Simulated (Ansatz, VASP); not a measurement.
## Two plane-wave programs on Y3LuO2

```xyz
6
Lattice="4.5549 0.0000 0.0000 0.0000 4.5549 0.0000 0.0000 0.0000 6.4393" Properties=species:S:1:pos:R:3 pbc="T T T"
Y     2.2775    0.0000    6.4257
Y     0.0000    2.2775    6.4257
Y     0.0000    0.0000    2.7733
Lu    2.2775    2.2775    3.7020
O     2.2775    2.2775    5.8482
O     0.0000    0.0000    0.5823
```

Change from the starting cell: species swapped into the Zr2P3S type (P4mm, No. 99).

Alike in both runs: functional PBE; k mesh 4 × 4 × 4; occupations gaussian, width 0.1 eV; no spin polarisation.

Ansatz relaxed the structure, and its values are those at the end. VASP's run is a single point on that final structure, the one shown.

|  | VASP | Ansatz |
| --- | --- | --- |
| version | VASP 6.6.1 | Ansatz 0.2.0 |
| potentials or method | VASP PAW PBE potentials, release 64 (Y_sv, Lu, O_h), cutoff 1340 eV | scalar-relativistic, plane waves, PAW |
| valence electrons in the cell | 70 | 70 |

|  | VASP | Ansatz | Ansatz less VASP |
| --- | --- | --- | --- |
| gap on the k mesh at the Fermi level (eV) | 0.27 | 0.27 | -0.001 |
| least direct gap on the mesh (eV) | 0.40 | 0.40 | 0.000 |
| pressure (GPa) | -0.1 | 0.0 | +0.02 |
| rms of the force components (eV/Å) | 0.032 | 0.001 | -0.0302 |

The functional is the same, so the differences come from potentials, cutoffs and numerics.

Neither program's run includes spin-orbit coupling.
